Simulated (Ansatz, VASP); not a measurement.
**ScAl3N4 in VASP and in Ansatz**

```
Sc Al N
1.0
     4.52893    0.00000    0.00000
     0.00000    4.52893    0.00000
     0.00000    0.00000    4.52893
Sc Al N
1 3 4
Cartesian
  2.2645 2.2645 2.2645
  2.2645 0.0000 0.0000
  0.0000 0.0000 2.2645
  0.0000 2.2645 0.0000
  3.4543 1.0746 3.4543
  3.4543 3.4543 1.0746
  1.0746 1.0746 1.0746
  1.0746 3.4543 3.4543
```

Alike in both runs: task single point; functional PBE; k mesh 6 × 6 × 6; occupations gaussian, width 0.02 eV; no spin polarisation.

|  | VASP | Ansatz |
| --- | --- | --- |
| version | VASP 6.6.1 | Ansatz 0.2.0 |
| potentials or method | VASP PAW PBE potentials, release 64 (Sc_sv, Al, N), cutoff 600 eV | scalar-relativistic, plane waves, PAW |
| valence electrons in the cell | 40 | 40 |

|  | VASP | Ansatz | Ansatz less VASP |
| --- | --- | --- | --- |
| gap on the k mesh at the Fermi level (eV) | 3.26 | 3.26 | +0.006 |
| least direct gap on the mesh (eV) | 3.68 | 3.68 | +0.004 |
| pressure (GPa) | 0.0 | 0.0 | +0.03 |
| rms of the force components (eV/Å) | 0.026 | 0.000 | -0.0257 |

Atom by atom the forces differ by 0.026 eV/Å (rms over components). With one functional, cell and mesh, what is left measures potentials, basis and numerics.
